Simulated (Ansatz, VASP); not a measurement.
BaHfO3: VASP beside Ansatz

```xyz
5
Lattice="4.2293 0.0000 0.0000 0.0000 4.0243 0.0000 0.0000 0.0000 3.9347" Properties=species:S:1:pos:R:3 pbc="T T T"
Ba    2.1146    2.0121    3.8231
Hf    0.0000    0.0000    1.8353
O     0.0000    2.0121    2.0842
O     2.1146    0.0000    2.0129
O     0.0000    0.0000    3.9767
```

Alike in both runs: task single point; functional PBE; k mesh 6 × 6 × 6; occupations gaussian, width 0.02 eV; no spin polarisation.

|  | VASP | Ansatz |
| --- | --- | --- |
| version | VASP 6.6.1 | Ansatz 0.2.0 |
| potentials or method | VASP PAW PBE potentials, release 64 (Ba_sv, Hf_pv, O), cutoff 520 eV | scalar-relativistic, plane waves, PAW |
| valence electrons in the cell | 38 | 54 |

```csv
,VASP,Ansatz,Ansatz less VASP
gap on the k mesh at the Fermi level (eV),3.63,3.64,+0.015
least direct gap on the mesh (eV),3.75,3.67,-0.085
pressure (GPa),25.0,25.1,+0.10
"traceless stress, the component that is largest in VASP (GPa)",19.69,19.65,-0.042
rms of the force components (eV/Å),1.709,1.693,-0.0164
```

Atom by atom the forces differ by 0.050 eV/Å (rms over components). The functional is the same, so the differences come from potentials, cutoffs and numerics. VASP's potentials hold 38 valence electrons a cell and Ansatz's 54, so a difference there can come from the potentials and not from the codes.

Spin-orbit coupling is off throughout.
